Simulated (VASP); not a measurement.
# Cu2Au in VASP: a series of runs

Runs on Cu2Au. Level: PBE. Tasks: single point.

Everything below comes from runs of VASP 6.6.1. Logs are shortened: lines on timing, memory, paths and dates and some standing lists are left out, and cuts for length are marked.

**1. The cell of the first run**

The cell holds a sheet with vacuum, 3 atoms: a = 4.013 Å, b = 4.013 Å, c = 18.000 Å, α = 90.00°, β = 90.00°, γ = 90.00°.

**2. Single point, PBE**

Contents of INCAR:

```
PREC = Accurate
ENCUT = 520
EDIFF = 1E-7
ISMEAR = 0
SIGMA = 0.1
LREAL = F
LASPH = T
NELM = 100
ALGO = Normal
ISIF = 2
LWAVE = F
LCHARG = T
LDIPOL = T
IDIPOL = 3
DIPOL = 0.5 0.5 0.500
GGA = PE
LELF = T
LVHAR = T
LVACPOTAV = T
NBANDS = 24
```

Contents of KPOINTS:

```
regular mesh
0
Gamma
  4 4 1
```

Contents of POSCAR:

```
Cu2Au
1.0
    4.0127873900      0.0000000000      0.0000000000
    0.0000000000      4.0127873900      0.0000000000
    0.0000000000      0.0000000000     18.0000000000
Cu Au
2 1
Direct
    0.0000000000      0.5000000000      0.5952983900
    0.5000000000      0.0000000000      0.4047016100
    0.0000000000      0.0000000000      0.5000000000
```

Potentials or basis: VASP PAW PBE potentials, release 64 (Cu, Au).

Run with:

```
> cat potpaw_PBE.64/Cu/POTCAR potpaw_PBE.64/Au/POTCAR > POTCAR
> mpirun -np 1 vasp_std > vasp.out
```

OUTCAR:

```text
PREC = Accurate
   ENCUT = 520
   EDIFF = 1E-7
   ISMEAR = 0
   LREAL = F
   LASPH = T
   NELM = 100
   ISIF = 2
   GGA = PE

 ion  position               nearest neighbor table
   1  0.000  0.500  0.595-   3 2.64   3 2.64
   2  0.500  0.000  0.405-   3 2.64   3 2.64
   3  0.000  0.000  0.500-   1 2.64   1 2.64   2 2.64   2 2.64

  LATTYP: Found a simple tetragonal cell.
 ALAT       =     4.0127873900
 C/A-ratio  =     4.4856600290

  Lattice vectors:

 A1 = (   4.0127873900,   0.0000000000,   0.0000000000)
 A2 = (   0.0000000000,   4.0127873900,   0.0000000000)
 A3 = (   0.0000000000,   0.0000000000,  18.0000000000)

Analysis of symmetry for initial positions (statically):
=====================================================================
 Subroutine PRICEL returns:
 Original cell was already a primitive cell.

 Routine SETGRP: Setting up the symmetry group for a
 simple tetragonal supercell.

 Subroutine GETGRP returns: Found  8 space group operations
 (whereof  8 operations were pure point group operations)
 out of a pool of 16 trial point group operations.

The static configuration has the point symmetry D_2d.

Analysis of symmetry for dynamics (positions and initial velocities):
=====================================================================
 Subroutine PRICEL returns:
 Original cell was already a primitive cell.

 Routine SETGRP: Setting up the symmetry group for a
 simple tetragonal supercell.

 Subroutine GETGRP returns: Found  8 space group operations
 (whereof  8 operations were pure point group operations)
 out of a pool of 16 trial point group operations.

The dynamic configuration has the point symmetry D_2d.

 Subroutine INISYM returns: Found  8 space group operations
 (whereof  8 operations are pure point group operations),
 and found     1 'primitive' translations

----------------------------------------------------------------------------------------

                                     Primitive cell

  volume of cell :     289.8443

  direct lattice vectors                    reciprocal lattice vectors
     4.012787390  0.000000000  0.000000000     0.249203335  0.000000000  0.000000000
     0.000000000  4.012787390  0.000000000     0.000000000  0.249203335  0.000000000
     0.000000000  0.000000000 18.000000000     0.000000000  0.000000000  0.055555556

  length of vectors
     4.012787390  4.012787390 18.000000000     0.249203335  0.249203335  0.055555556

  position of ions in fractional coordinates (direct lattice)
     0.000000000  0.500000000  0.595298390
     0.500000000  0.000000000  0.404701610
     0.000000000  0.000000000  0.500000000

  ion indices of the primitive-cell ions
   primitive index   ion index
                 1           1
                 2           2
                 3           3

----------------------------------------------------------------------------------------

 KPOINTS: regular mesh

Automatic generation of k-mesh.
 Grid dimensions read from file:
 generate k-points for:    4    4    1

 Generating k-lattice:

  Cartesian coordinates                     Fractional coordinates (reciprocal lattice)
     0.062300834  0.000000000  0.000000000     0.250000000  0.000000000  0.000000000
     0.000000000  0.062300834  0.000000000     0.000000000  0.250000000  0.000000000
     0.000000000  0.000000000  0.055555556     0.000000000  0.000000000  1.000000000

  Length of vectors
     0.062300834  0.062300834  0.055555556

  Shift w.r.t. Gamma in fractional coordinates (k-lattice)
     0.000000000  0.000000000  0.000000000

 Subroutine IBZKPT returns following result:
 ===========================================

 Found      6 irreducible k-points:

 Following reciprocal coordinates:
            Coordinates               Weight
  0.000000  0.000000  0.000000      1.000000
  0.250000  0.000000  0.000000      4.000000
  0.500000  0.000000  0.000000      2.000000
  0.250000  0.250000  0.000000      4.000000
  0.500000  0.250000  0.000000      4.000000
  0.500000  0.500000  0.000000      1.000000
   k-points           NKPTS =      6   k-points in BZ     NKDIM =      6   number of bands    NBANDS=     24
   number of dos      NEDOS =    301   number of ions     NIONS =      3
   total plane-waves  NPLWV = 126000
   dimension x,y,z NGX =    30 NGY =   30 NGZ =  140
   dimension x,y,z NGXF=    60 NGYF=   60 NGZF=  280
   ions per type =               2   1
   NGX,Y,Z   is equivalent  to a cutoff of  12.43, 12.43, 12.93 a.u.
   NGXF,Y,Z  is equivalent  to a cutoff of  24.86, 24.86, 25.86 a.u.
 SYSTEM =  unknown system
   PREC   = accura    normal or accurate (medium, high low for compatibility)
   ISTART =      0    job   : 0-new  1-cont  2-samecut
   ICHARG =      2    charge: 1-file 2-atom 10-const
   ISPIN  =      1    spin polarized calculation?
   LNONCOLLINEAR =      F non collinear calculations
   LSORBIT =      F    spin-orbit coupling
   LASPH  =      T    aspherical Exc in radial PAW
   ENCUT  =  520.0 eV  38.22 Ry    6.18 a.u.   7.46  7.46 33.47*2*pi/ulx,y,z
   NELM   =    100;   NELMIN=  2; NELMDL= -5     # of ELM steps
   EDIFF  = 0.1E-06   stopping-criterion for ELM
   LREAL  =      F    real-space projection
   EDIFFG = 0.1E-05   stopping-criterion for IOM
   NSW    =      0    number of steps for IOM
   IBRION =     -1    ionic relax: 0-MD 1-quasi-New 2-CG
   NFREE  =      0    steps in history (QN), initial steepest desc. (CG)
   ISIF   =      2    stress and relaxation
   ISYM   =      2    0-nonsym 1-usesym 2-fastsym
   POTIM  = 0.5000    time-step for ionic-motion
   TEBEG  =    0.0;   TEEND  =   0.0 temperature during run
   PSTRESS=    0.0 pullay stress
   NELECT =      33.0000    total number of electrons
   NUPDOWN=      -1.0000    fix difference up-down
   EMIN   =  10.00;   EMAX   =-10.00  energy-range for DOS
   EFERMI =   0.00;   METHOD = LEGACY
   ISMEAR =     0;   SIGMA  =   0.10  broadening in eV -4-tet -1-fermi 0-gaus
   EFERMI_NEDOS =   21; number of points for ismear=-14 and -15
   IALGO  =     38    algorithm
   IMIX   =      4    mixing-type and parameters
     AMIX     =   0.40;   BMIX     =  1.00
     AMIX_MAG =   1.60;   BMIX_MAG =  1.00
  volume/ion in A,a.u.               =      96.61       651.99
  Fermi-wavevector in a.u.,A,eV,Ry     =   0.793459  1.499420  8.565920  0.629577
  Thomas-Fermi vector in A             =   1.899399
   LORBIT       =      0    0 simple, 1 ext, 2 COOP (PROOUT), +10 PAW based schemes
   GGA     = PE    functional components
   LHFCALC =     F    Hartree Fock is set to
   AEXX    =    0.0000 exact exchange contribution
   IVDW    =     0    specifies the selected vdW correction
   LEPSILON=     F    determine dielectric tensor
   LRPA    =     F    only Hartree local field effects (RPA)
 non-spin polarized calculation
 Gauss-broadening in eV      SIGMA  =   0.10
  energy-cutoff  :      520.00
  volume of cell :      289.84
 maximum number of plane-waves:      7835
 NGX is ok and might be reduce to    30
   NGX = 15   NGY = 15   NGZ = 67

 number of electron      33.0000030 magnetization

 dipolmoment           0.000000      0.000000      0.000000 electrons x Angstroem

 Free energy of the ion-electron system (eV)
  ---------------------------------------------------
  ext. energy  EPLUGINS =         0.00000000
  ---------------------------------------------------
  free energy    TOTEN  =        -6.29431186 eV

  energy without entropy =       -6.27932312  energy(sigma->0) =       -6.28681749

 E-fermi :  -2.6889     XC(G=0):  -3.2822

 val. band max:       -2.6896151920   @ k =   0.2500   0.2500   0.0000
 cond. band min:      -2.5269014213   @ k =   0.5000   0.5000   0.0000
 fundamental gap:      0.1627137707
 Fermi energy:        -2.6888664426

 k-point     1 :       0.0000    0.0000    0.0000
  band No.  band energies     occupation
      1      -7.0919      2.00000
      2      -6.1498      2.00000
      3      -6.0381      2.00000
      4      -5.9254      2.00000
      5      -5.9254      2.00000
      6      -5.3477      2.00000
[... 16 lines left out ...]
     23       3.0179      0.00000
     24       3.1962      0.00000

 k-point     2 :       0.2500    0.0000    0.0000
  band No.  band energies     occupation
      1      -6.6675      2.00000
      2      -6.1126      2.00000
      3      -5.9779      2.00000
      4      -5.9278      2.00000
      5      -5.7985      2.00000
      6      -5.4406      2.00000
[... 16 lines left out ...]
     23       3.4212      0.00000
     24       3.6603      0.00000

 k-point     3 :       0.5000    0.0000    0.0000
  band No.  band energies     occupation
      1      -6.3156      2.00000
      2      -6.1734      2.00000
      3      -5.9300      2.00000
      4      -5.9267      2.00000
      5      -5.5290      2.00000
      6      -5.0902      2.00000
[... 16 lines left out ...]
     23       3.8217      0.00000
     24       3.9334      0.00000

 k-point     4 :       0.2500    0.2500    0.0000
  band No.  band energies     occupation
      1      -6.2854      2.00000
      2      -6.0935      2.00000
      3      -5.9351      2.00000
      4      -5.8245      2.00000
      5      -5.7109      2.00000
      6      -5.5297      2.00000
[... 16 lines left out ...]
     23       2.8366      0.00000
     24       3.1269      0.00000

 k-point     5 :       0.5000    0.2500    0.0000
  band No.  band energies     occupation
      1      -6.1498      2.00000
      2      -6.0947      2.00000
      3      -5.8540      2.00000
      4      -5.7437      2.00000
      5      -5.7034      2.00000
      6      -4.9825      2.00000
[... 16 lines left out ...]
     23       3.2647      0.00000
     24       3.8707      0.00000

 k-point     6 :       0.5000    0.5000    0.0000
  band No.  band energies     occupation
      1      -6.1262      2.00000
      2      -6.1262      2.00000
      3      -5.8506      2.00000
      4      -5.7019      2.00000
      5      -5.4495      2.00000
      6      -4.6626      2.00000
[... 16 lines left out ...]
     23       1.5808      0.00000
     24       4.3222      0.00000

------------------------ aborting loop because EDIFF is reached ----------------------------------------

  FORCE on cell =-STRESS in cart. coord.  units (eV):
  Direction    XX          YY          ZZ          XY          YZ          ZX
  --------------------------------------------------------------------------------------
  -------------------------------------------------------------------------------------
  Total       -3.4799857     -3.4799857     -3.0772569      0.0000000      0.0000000      0.0000000
  in kB      -19.2363751    -19.2363751    -17.0102044      0.0000000      0.0000000      0.0000000
  external PRESSURE =     -18.4943182 kB  Pullay stress =       0.0000000 kB

 VOLUME and BASIS-vectors are now :
 -----------------------------------------------------------------------------
  energy-cutoff  :      520.00
  volume of cell :      289.84
      direct lattice vectors                 reciprocal lattice vectors
     4.012787390  0.000000000  0.000000000     0.249203335  0.000000000  0.000000000
     0.000000000  4.012787390  0.000000000     0.000000000  0.249203335  0.000000000
     0.000000000  0.000000000 18.000000000     0.000000000  0.000000000  0.055555556

 POSITION                                       TOTAL-FORCE (eV/Angst)
 -----------------------------------------------------------------------------------
      0.00000      2.00639     10.71537        -0.000000      0.000000     -0.889608
      2.00639      0.00000      7.28463         0.000000      0.000000      0.889608
      0.00000      0.00000      9.00000         0.000000      0.000000      0.000000
 -----------------------------------------------------------------------------------
    total drift:                                0.000000      0.000000      0.000000

  FREE ENERGIE OF THE ION-ELECTRON SYSTEM (eV)
  ---------------------------------------------------
  free  energy   TOTEN  =        -6.2943118645 eV

  energy  without entropy=       -6.2793231184  energy(sigma->0) =       -6.28681749

 vacuum level on the upper side and lower side of the slab         1.672         1.672
```

Wall time 45 s (1 thread of Intel Xeon Platinum 8559C (Emerald Rapids), shared host); peak memory 0.35 GiB.

What came out:

- Free energy: -6.2943 eV
- Largest force: 0.890 eV/Å

Forces on the atoms (eV/Å):
```
Cu   0.000  0.000 -0.890
Cu   0.000  0.000  0.890
Au   0.000  0.000  0.000
```

Levels at points of the mesh, in eV from the Fermi level:
| k point | band 15 | band 16 | band 17 | band 18 | band 19 | band 20 |
| --- | --- | --- | --- | --- | --- | --- |
| (0.00, 0.00, 0.00) | -0.78 | -0.78 | -0.65 | 1.52 | 3.67 | 4.27 |
| (0.50, 0.00, 0.00) | -0.70 | -0.63 | -0.16 | 0.86 | 2.29 | 3.98 |
| (0.50, 0.50, 0.00) | -0.82 | 0.16 | 1.12 | 1.12 | 2.87 | 3.83 |

Caveat: the k points lie up to 0.39 Å⁻¹ apart; spin-orbit coupling is left out, which moves the levels of the heavy elements.

**3. Single point, PBE**

This run uses another cell than the first one, of 75.17 Å³/atom, 0.778 times its volume.

Contents of INCAR:

```
  PREC = Accurate
  ENCUT = 520
  EDIFF = 1E-7
  ISMEAR = 0
  SIGMA = 0.1
  LREAL = F
  LASPH = T
  NELM = 80
  ALGO = Normal
  ISIF = 2
  LWAVE = F
  LCHARG = F
  LDIPOL = T
  IDIPOL = 3
  DIPOL = 0.5 0.5 0.274
  GGA = PE
  NBANDS = 24
```

Contents of KPOINTS:

```
regular mesh
0
Gamma
  18 18 1
```

Contents of POSCAR:

```
Cu2Au
1.0
    2.6224730502      0.0000000000      0.0000000000
    0.0000000000      2.6224730502      0.0000000000
    0.0000000000      0.0000000000     32.7916039255
Cu Au
2 1
Direct
    1.0000000000      0.5000000000      0.3448079122
    0.5000000000      1.0000000000      0.2041130873
    1.0000000000      0.0000000000      0.2744604997
```

Potentials or basis: VASP PAW PBE potentials, release 64 (Cu, Au).

Run with:

```
> cat potpaw_PBE.64/Cu/POTCAR potpaw_PBE.64/Au/POTCAR > POTCAR
> mpirun -np 1 vasp_std > vasp.out
```

It took 3.7 min on 1 thread of Intel Xeon Platinum 8559C (Emerald Rapids), shared host; peak memory 0.48 GiB.

The run converged. Its results:

| Item | Value |
| --- | --- |
| Free energy | -8.7913 eV |
| Largest force | 0.011 eV/Å |

Forces on the atoms (eV/Å):
```
Cu   0.000  0.000  0.011
Cu   0.000  0.000 -0.011
Au   0.000  0.000  0.000
```

Levels at points of the mesh, in eV from the Fermi level:
```
           k point  band 14  band 15  band 16  band 17  band 18  band 19  band 20  band 21
(0.00, 0.00, 0.00)    -1.29    -1.29    -1.27    -1.25    -1.13     0.44     4.23     4.59
(0.50, 0.00, 0.00)    -1.40    -1.28    -0.30     0.74     1.88     2.21     3.46     4.24
(0.50, 0.50, 0.00)    -0.91    -0.28     4.74     4.82     4.82     5.14     5.42     5.59
```

Caveat: spin-orbit coupling is left out, which moves the levels of the heavy elements.

**4. Single point, PBE**

This run uses another cell than the first one, of 75.58 Å³/atom, 0.782 times its volume.

Contents of INCAR:

```
SYSTEM = Cu2Au
PREC = Accurate ; ENCUT = 520
EDIFF = 1E-6 ; ISMEAR = 0
SIGMA = 0.1 ; LREAL = .False.
LASPH = .True. ; NELM = 80
ALGO = Normal ; ISIF = 2
LWAVE = .False. ; LCHARG = .False.
LDIPOL = .True. ; IDIPOL = 3
DIPOL = 0.5 0.5 0.274 ; GGA = PE
NBANDS = 24
```

Contents of KPOINTS:

```
regular mesh
0
Gamma
  18 18 1
  0 0 0
```

Contents of POSCAR:

```
Cu2Au
1.0
    2.6294884502      0.0000000000      0.0000000000
    0.0000000000      2.6294884502      0.0000000000
    0.0000000000      0.0000000000     32.7916039255
Cu Au
2 1
Direct
    1.0000000000      0.5000000000      0.3447234600
    0.5000000000      1.0000000000      0.2041975394
    1.0000000000      0.0000000000      0.2744604997
```

Run with:

```
> cat potpaw_PBE.64/Cu/POTCAR potpaw_PBE.64/Au/POTCAR > POTCAR
> mpirun -np 1 vasp_std > vasp.out
```

It took 3.3 min on 1 thread of Intel Xeon Platinum 8559C (Emerald Rapids), shared host; peak memory 0.48 GiB.

It converged, with:

| Item | Value |
| --- | --- |
| Free energy | -8.7920 eV |
| Largest force | 0.003 eV/Å |

Forces in eV/Å, atoms in the order of the input:
```
Cu   0.000  0.000  0.003
Cu   0.000  0.000 -0.003
Au   0.000  0.000  0.000
```

Levels at points of the mesh, in eV from the Fermi level:
```csv
k point,band 13,band 14,band 15,band 16,band 17,band 18,band 19,band 20,band 21,band 22
"(0.00, 0.00, 0.00)",-1.55,-1.29,-1.29,-1.27,-1.25,-1.12,0.46,4.23,4.57,4.78
"(0.50, 0.00, 0.00)",-1.42,-1.39,-1.28,-0.30,0.74,1.85,2.21,3.45,4.21,6.76
"(0.50, 0.50, 0.00)",-0.91,-0.91,-0.31,4.71,4.79,4.79,5.12,5.38,5.57,8.92
```

Caveat: spin-orbit coupling is left out, which moves the levels of the heavy elements.

**5. Summary**

```csv
cell,k mesh,gap on the mesh (eV),largest force (eV/Å)
"a = 4.013, b = 4.013, c = 18.000 Å, 3 atoms",4 × 4 × 1,none,0.89
"a = 2.622, b = 2.622, c = 32.792 Å, 3 atoms",18 × 18 × 1,none,0.01
"a = 2.629, b = 2.629, c = 32.792 Å, 3 atoms",18 × 18 × 1,none,-
```

Alike in all rows: task single point; level PBE; potentials or basis VASP PAW PBE potentials, release 64 (Cu, Au); no spin polarisation; cutoff (eV) 520; smearing gaussian 0.1 eV.

Caveats: some runs use coarse meshes; spin-orbit coupling is left out, which moves the levels of the heavy elements.

Total energies depend on the potentials used, so only differences within one code and one set of settings carry meaning.
